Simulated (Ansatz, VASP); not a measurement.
**C: VASP beside Ansatz**

```
CELL_PARAMETERS angstrom
0.00000 1.78012 1.79134
1.78012 0.00000 1.79134
1.78012 1.78012 0.00000
ATOMIC_POSITIONS crystal
C 0.00000 0.00000 0.00000
C 0.25000 0.25000 0.25000
```

Change from the starting cell: uniaxial_z strain +0.6%.

Alike in both runs: task single point; functional PBE; k mesh 12 × 12 × 12; occupations fermi-dirac, width 0.02 eV; no spin polarisation.

```csv
,VASP,Ansatz
version,VASP 6.6.1,Ansatz 0.2.0
potentials or method,"VASP PAW PBE potentials, release 64 (C)","plane waves, PAW"
plane-wave cutoff (eV),520,420
valence electrons in the cell,8,8
```

```csv
,VASP,Ansatz,Ansatz less VASP
gap on the k mesh at the Fermi level (eV),4.07,4.08,+0.007
pressure (GPa),2.1,1.4,-0.67
"traceless stress, the component that is largest in VASP (GPa)",-3.92,-3.92,-0.006
```

With one functional, cell and mesh, what is left measures potentials, basis and numerics.
